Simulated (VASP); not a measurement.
# TaN (Fm-3m) in VASP: single point with PBEsol+U

Aim: the single point of TaN with PBEsol+U.

Everything below comes from runs of VASP 6.6.1. Logs are shortened: lines on timing, memory, paths and dates and some standing lists are left out, and cuts for length are marked.

### Step 1. The cell of the first run

It takes space group Fm-3m (No. 225, cubic). Conventional cell: a = 4.358 Å, b = 4.358 Å, c = 4.358 Å, α = 90.00°, β = 90.00°, γ = 90.00°. Ta (site symmetry m-3m) has 6 N at 2.18 Å within 2.9 Å. Within 2.9 Å of N (site symmetry m-3m) lie 6 Ta at 2.18 Å.

### Step 2. Single point, PBEsol+U, collinear spin

The input, INCAR:

```
SYSTEM = TaN
PREC = Accurate ; ENCUT = 700
EDIFF = 1E-6 ; ISMEAR = 0
SIGMA = 0.05 ; LREAL = .False.
LASPH = .True. ; NELM = 200
ALGO = Normal ; ISIF = 2
LWAVE = .False. ; LCHARG = .False.
ISPIN = 2 ; MAGMOM = 0.75 0.75 0.09 0.09
LORBIT = 11 ; NUPDOWN = 3.0
LMAXMIX = 4 ; LDAU = .True.
LDAUTYPE = 2 ; LDAUL = 2 -1
LDAUU = 6 0 ; LDAUJ = 0 0
LDAUPRINT = 1 ; GGA = PS
NBANDS = 30 ; GGA_COMPAT = .False.
```

The input, KPOINTS:

```
Automatic mesh
0
Gamma
  7 7 7
  0 0 0
```

The input, POSCAR:

```
TaN
1.0
    0.0000000000      2.1790013100      2.1790013100
    2.1790013100      0.0000000000      2.1790013100
    4.3580026200      4.3580026200      0.0000000000
Ta N
2 2
Direct
    0.5000000000      0.5000000000      0.2500000000
    0.5000000000      0.5000000000      0.7500000000
    0.0000000000      0.0000000000      0.0000000000
    0.0000000000      0.0000000000      0.5000000000
```

Potentials or basis: VASP PAW PBE potentials, release 64 (Ta_sv_GW, N).

The run is started by

```console
> cat potpaw_PBE.64/Ta_sv_GW/POTCAR potpaw_PBE.64/N/POTCAR > POTCAR
> mpirun -np 1 vasp_std > vasp.out
```

OUTCAR:

```text
SYSTEM = TaN
   PREC = Accurate
   ENCUT = 700
   EDIFF = 1E-6
   ISMEAR = 0
   LREAL = .False.
   LASPH = .True.
   NELM = 200
   ISIF = 2
   ISPIN = 2
   LORBIT = 11
   NUPDOWN = 3.0
   GGA = PS

 ion  position               nearest neighbor table
   1  0.500  0.500  0.250-   3 2.18   3 2.18   4 2.18   3 2.18   4 2.18   4 2.18   2 3.08   2 3.08
                             2 3.08   2 3.08   2 3.08   2 3.08
   2  0.500  0.500  0.750-   4 2.18   3 2.18   4 2.18   3 2.18   4 2.18   3 2.18   1 3.08   1 3.08
                             1 3.08   1 3.08   1 3.08   1 3.08
   3  0.000  0.000  0.000-   2 2.18   1 2.18   2 2.18   1 2.18   2 2.18   1 2.18
   4  0.000  0.000  0.500-   1 2.18   1 2.18   2 2.18   1 2.18   2 2.18   2 2.18

  LATTYP: Found a trigonal (rhomboedric) cell.
 ALAT       =     5.3374413584
 COS(alpha) =     0.8333333333

  Lattice vectors:

 A1 = (   4.3580026200,   2.1790013100,  -2.1790013100)
 A2 = (   2.1790013100,   2.1790013100,  -4.3580026200)
 A3 = (   2.1790013100,   4.3580026200,  -2.1790013100)

Analysis of symmetry for initial positions (statically):
=====================================================================
 Subroutine PRICEL returns following result:

  LATTYP: Found a face centered cubic cell.
 ALAT       =     4.3580026200
[... 12 lines left out ...]
 Subroutine GETGRP returns: Found 12 space group operations
 (whereof 12 operations were pure point group operations)
 out of a pool of 12 trial point group operations.

The static configuration has the point symmetry D_3d.

Analysis of symmetry for dynamics (positions and initial velocities):
=====================================================================
 Subroutine PRICEL returns following result:

  LATTYP: Found a face centered cubic cell.
 ALAT       =     4.3580026200
[... 12 lines left out ...]
 Subroutine GETGRP returns: Found 12 space group operations
 (whereof 12 operations were pure point group operations)
 out of a pool of 12 trial point group operations.

The dynamic configuration has the point symmetry D_3d.

Analysis of structural, dynamic, and magnetic symmetry:
=====================================================================
 Subroutine PRICEL returns following result:

  LATTYP: Found a face centered cubic cell.
 ALAT       =     4.3580026200
[... 12 lines left out ...]
 Subroutine GETGRP returns: Found 12 space group operations
 (whereof 12 operations were pure point group operations)
 out of a pool of 12 trial point group operations.

The overall configuration has the point symmetry D_3d.

 Subroutine INISYM returns: Found 12 space group operations
 (whereof 12 operations are pure point group operations),
 and found     2 'primitive' translations

----------------------------------------------------------------------------------------

                                     Primitive cell

  volume of cell :      20.6920

  direct lattice vectors                    reciprocal lattice vectors
     0.000000000  2.179001310  2.179001310    -0.229462918  0.229462918  0.229462918
[... 135 lines left out ...]
  0.0007  0.4278  0.0003 -0.0007 -0.0005
  0.0005  0.0003  0.1962  0.0003  0.0000
  0.0007 -0.0007  0.0003  0.4278  0.0005
  0.0000 -0.0005  0.0000  0.0005  0.1962

spin component  2

  0.1045  0.0001  0.0001  0.0001 -0.0000
  0.0001  0.1045  0.0000 -0.0001 -0.0001
  0.0001  0.0000  0.1762  0.0000 -0.0000
  0.0001 -0.0001  0.0000  0.1045  0.0001
 -0.0000 -0.0001 -0.0000  0.0001  0.1762

 occupancies and eigenvectors

  o =  0.1043  v =  0.0000  0.0000  0.0000  0.0000  0.0000 -0.5774  0.5774  0.0000  0.5774 -0.0000      0.0000  0.0000  0.0000  0.0000  0.0000  0.0000  0.0000  0.0000  0.0000  0.0000
  o =  0.1047  v =  0.0000  0.0000  0.0000  0.0000  0.0000 -0.7624 -0.6342  0.0011 -0.1282 -0.0004      0.0000  0.0000  0.0000  0.0000  0.0000  0.0000  0.0000  0.0000  0.0000  0.0000
  o =  0.1047  v =  0.0000  0.0000  0.0000  0.0000  0.0000  0.2922 -0.5142 -0.0004  0.8064 -0.0011      0.0000  0.0000  0.0000  0.0000  0.0000  0.0000  0.0000  0.0000  0.0000  0.0000
  o =  0.1762  v =  0.0000  0.0000  0.0000  0.0000  0.0000 -0.0010 -0.0005 -1.0000 -0.0005 -0.0000      0.0000  0.0000  0.0000  0.0000  0.0000  0.0000  0.0000  0.0000  0.0000  0.0000
  o =  0.1762  v =  0.0000  0.0000  0.0000  0.0000  0.0000  0.0000 -0.0009 -0.0000  0.0009  1.0000      0.0000  0.0000  0.0000  0.0000  0.0000  0.0000  0.0000  0.0000  0.0000  0.0000
  o =  0.1962  v =  0.0001  0.0021 -0.0337 -0.0020  0.9994  0.0000  0.0000  0.0000  0.0000  0.0000      0.0000  0.0000  0.0000  0.0000  0.0000  0.0000  0.0000  0.0000  0.0000  0.0000
  o =  0.1962  v =  0.0023  0.0011 -0.9994  0.0012 -0.0337  0.0000  0.0000  0.0000  0.0000  0.0000      0.0000  0.0000  0.0000  0.0000  0.0000  0.0000  0.0000  0.0000  0.0000  0.0000
  o =  0.4264  v =  0.5774 -0.5774 -0.0000 -0.5774  0.0000  0.0000  0.0000  0.0000  0.0000  0.0000      0.0000  0.0000  0.0000  0.0000  0.0000  0.0000  0.0000  0.0000  0.0000  0.0000
  o =  0.4285  v =  0.2920 -0.5144  0.0010  0.8063  0.0027  0.0000  0.0000  0.0000  0.0000  0.0000      0.0000  0.0000  0.0000  0.0000  0.0000  0.0000  0.0000  0.0000  0.0000  0.0000
  o =  0.4285  v =  0.7625  0.6341  0.0027  0.1284 -0.0010  0.0000  0.0000  0.0000  0.0000  0.0000      0.0000  0.0000  0.0000  0.0000  0.0000  0.0000  0.0000  0.0000  0.0000  0.0000

atom =   2  type =  1  l = 2

 onsite density matrix

spin component  1

  0.4278  0.0007  0.0005  0.0007  0.0000
  0.0007  0.4278  0.0003 -0.0007 -0.0005
  0.0005  0.0003  0.1962  0.0003 -0.0000
  0.0007 -0.0007  0.0003  0.4278  0.0005
  0.0000 -0.0005 -0.0000  0.0005  0.1962

spin component  2

  0.1045  0.0001  0.0001  0.0001 -0.0000
  0.0001  0.1045  0.0000 -0.0001 -0.0001
  0.0001  0.0000  0.1762  0.0000  0.0000
  0.0001 -0.0001  0.0000  0.1045  0.0001
 -0.0000 -0.0001  0.0000  0.0001  0.1762

 occupancies and eigenvectors

  o =  0.1043  v =  0.0000  0.0000  0.0000  0.0000  0.0000  0.5774 -0.5774  0.0000 -0.5774 -0.0000      0.0000  0.0000  0.0000  0.0000  0.0000  0.0000  0.0000  0.0000  0.0000  0.0000
  o =  0.1047  v =  0.0000  0.0000  0.0000  0.0000  0.0000 -0.0637 -0.7368  0.0001  0.6731 -0.0012      0.0000  0.0000  0.0000  0.0000  0.0000  0.0000  0.0000  0.0000  0.0000  0.0000
  o =  0.1047  v =  0.0000  0.0000  0.0000  0.0000  0.0000 -0.8140 -0.3518  0.0012 -0.4622  0.0001      0.0000  0.0000  0.0000  0.0000  0.0000  0.0000  0.0000  0.0000  0.0000  0.0000
  o =  0.1762  v =  0.0000  0.0000  0.0000  0.0000  0.0000  0.0000 -0.0009  0.0000  0.0009  1.0000      0.0000  0.0000  0.0000  0.0000  0.0000  0.0000  0.0000  0.0000  0.0000  0.0000
  o =  0.1762  v =  0.0000  0.0000  0.0000  0.0000  0.0000  0.0010  0.0005  1.0000  0.0005 -0.0000      0.0000  0.0000  0.0000  0.0000  0.0000  0.0000  0.0000  0.0000  0.0000  0.0000
  o =  0.1962  v = -0.0001  0.0020  0.0300 -0.0021  0.9995  0.0000  0.0000  0.0000  0.0000  0.0000      0.0000  0.0000  0.0000  0.0000  0.0000  0.0000  0.0000  0.0000  0.0000  0.0000
  o =  0.1962  v =  0.0023  0.0012 -0.9995  0.0011  0.0300  0.0000  0.0000  0.0000  0.0000  0.0000      0.0000  0.0000  0.0000  0.0000  0.0000  0.0000  0.0000  0.0000  0.0000  0.0000
  o =  0.4264  v =  0.5774 -0.5774 -0.0000 -0.5774 -0.0000  0.0000  0.0000  0.0000  0.0000  0.0000      0.0000  0.0000  0.0000  0.0000  0.0000  0.0000  0.0000  0.0000  0.0000  0.0000
  o =  0.4285  v = -0.1116  0.6447 -0.0004 -0.7563 -0.0028  0.0000  0.0000  0.0000  0.0000  0.0000      0.0000  0.0000  0.0000  0.0000  0.0000  0.0000  0.0000  0.0000  0.0000  0.0000
  o =  0.4285  v =  0.8088  0.5010  0.0028  0.3078 -0.0004  0.0000  0.0000  0.0000  0.0000  0.0000      0.0000  0.0000  0.0000  0.0000  0.0000  0.0000  0.0000  0.0000  0.0000  0.0000

 number of electron      35.9999999 magnetization       3.0000014

 Free energy of the ion-electron system (eV)
  ---------------------------------------------------
  ext. energy  EPLUGINS =         0.00000000
  ---------------------------------------------------
  free energy    TOTEN  =       -39.04711594 eV

  energy without entropy =      -39.04329800  energy(sigma->0) =      -39.04520697

 E-fermi :  13.2079     XC(G=0): -14.0717

 val. band max:       15.5726154587   @ k =   0.2857   0.2857   0.1429
 cond. band min:      13.2248311515   @ k =   0.2857   0.0000   0.2857
 fundamental gap:     -2.3477843072
 Fermi energy:        15.5939753315

 spin component 1

 k-point     1 :       0.0000    0.0000    0.0000
  band No.  band energies     occupation
      1     -55.7483      1.00000
      2     -55.6829      1.00000
      3     -22.9636      1.00000
      4     -22.1054      1.00000
      5     -22.1054      1.00000
      6     -22.0152      1.00000
[... 1577 lines left out ...]
     29      25.2199      0.00000
     30      26.7282      0.00000

 [... further k-points ...]
[... 5 lines left out ...]
  --------------------------------------------------------------------------------------
  -------------------------------------------------------------------------------------
  Total       10.4692599     10.4692599     10.4692599     -0.0392731      0.0392731      0.0392731
  in kB      405.3163257    405.3163257    405.3163257     -1.5204549      1.5204549      1.5204549
  external PRESSURE =     405.3163257 kB  Pullay stress =       0.0000000 kB

 VOLUME and BASIS-vectors are now :
 -----------------------------------------------------------------------------
  energy-cutoff  :      700.00
  volume of cell :       41.38
      direct lattice vectors                 reciprocal lattice vectors
     0.000000000  2.179001310  2.179001310    -0.229462918  0.229462918  0.229462918
     2.179001310  0.000000000  2.179001310     0.229462918 -0.229462918  0.229462918
     4.358002620  4.358002620  0.000000000     0.114731459  0.114731459 -0.114731459

 POSITION                                       TOTAL-FORCE (eV/Angst)
 -----------------------------------------------------------------------------------
      2.17900      2.17900      2.17900         0.000000      0.000000      0.000000
      4.35800      4.35800      2.17900        -0.000000     -0.000000     -0.000000
      0.00000      0.00000      0.00000        -0.000000     -0.000000      0.000000
      2.17900      2.17900      0.00000        -0.000000     -0.000000      0.000000
 -----------------------------------------------------------------------------------
    total drift:                                0.000000      0.000000      0.000000

  FREE ENERGIE OF THE ION-ELECTRON SYSTEM (eV)
  ---------------------------------------------------
  free  energy   TOTEN  =       -39.0471159424 eV

  energy  without entropy=      -39.0432979955  energy(sigma->0) =      -39.04520697

 total charge

# of ion       s       p       d       f       tot
--------------------------------------------------
    1        3.181   6.061   2.298   0.150  11.689
    2        3.181   6.061   2.298   0.150  11.689
    3        1.222   2.578   0.000   0.000   3.800
    4        1.222   2.578   0.000   0.000   3.800
--------------------------------------------------
tot          8.805  17.278   4.595   0.299  30.977

 magnetization (x)

# of ion       s       p       d       f       tot
--------------------------------------------------
    1        0.069   0.000   0.998   0.037   1.103
    2        0.069   0.000   0.998   0.037   1.103
    3        0.005   0.103   0.000   0.000   0.108
    4        0.005   0.103   0.000   0.000   0.108
--------------------------------------------------
tot          0.147   0.207   1.995   0.074   2.422
```

Wall time 2 min (1 thread of Intel Xeon 6975P-C (Granite Rapids), shared host); peak memory 0.31 GiB.

What came out:

| Quantity | Value |
| --- | --- |
| Free energy | -39.0471 eV |
| Pressure | 40.5 GPa |
| Net moment | 3.00 μB per cell |
| Site moments | Ta +1.10; N +0.11 μB |
| Valence electrons inside the program's atomic spheres | Ta 11.69; N 3.80 |

Eigenvalues of the final occupation matrices:
```csv
site,spin,trace,eigenvalues
site 1 d,1,1.68,0.20 0.20 0.43 0.43 0.43
site 1 d,2,0.67,0.10 0.10 0.10 0.18 0.18
site 2 d,1,1.68,0.20 0.20 0.43 0.43 0.43
site 2 d,2,0.67,0.10 0.10 0.10 0.18 0.18
```

Caveat: the moment is held away from its start; the cell stands under pressure; the PAW data sets were made with another functional, which shifts forces and pressure a little; spin-orbit coupling is left out, which moves the levels of the heavy elements; the total moment is fixed, so each spin has its own Fermi level and the state may be an excited one.
